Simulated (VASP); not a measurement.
Wanted: the native input for a VASP 6.6.1 run.

```
Task                   : single point
Functional             : BLYP
Potentials or basis    : VASP PAW PBE potentials, release 64 (Tl_d)
Cutoff                 : 520 eV
k mesh                 : 11 × 11 × 11
Occupations            : fermi-dirac, width 0.1 eV
Spin                   : no spin polarisation
Dipole correction      : no
Further INCAR settings : ALGO = Normal; EDIFF = 1e-06; NBANDS = 12
```

The structure of Tl lies in POSCAR:

```
Tl
1.0
    3.3353602966      0.0000000000      0.0000000000
    0.0000000000      3.3353602966      0.0000000000
    0.0000000000      0.0000000000      3.3353602966
Tl
1
Direct
    0.0000000000      0.0000000000      0.0000000000
```

This cell differs from its parent crystal: volume scaled by 0.96.

The input as run:

INCAR

```
SYSTEM = Tl
  AGGAC = 1.0
  AGGAX = 1.0
  ALDAC = 0.0
  ALDAX = 1.0
  ALGO = Normal
  EDIFF = 1E-6
  ENCUT = 520
  GGA = B5
  ISIF = 2
  ISMEAR = -1
  LASPH = .True.
  LCHARG = .False.
  LREAL = .False.
  LWAVE = .False.
  NBANDS = 12
  NELM = 80
  PREC = Accurate
  SIGMA = 0.1
```

KPOINTS

```
k-points
0
Gamma
  11 11 11
  0 0 0
```

Potentials or basis: VASP PAW PBE potentials, release 64 (Tl_d).

Run with:

```bash
$ cat potpaw_PBE.64/Tl_d/POTCAR > POTCAR
$ mpirun -np 1 vasp_std > vasp.out
```

Results of the run:

The pressure is 0.8 GPa.

Caveat: the PAW data sets were made with another functional, which shifts forces and pressure a little.

It took 18 s on 1 thread of AMD EPYC 9R45 96-Core Processor (Zen 5) (shared host), peak memory 0.13 GiB.
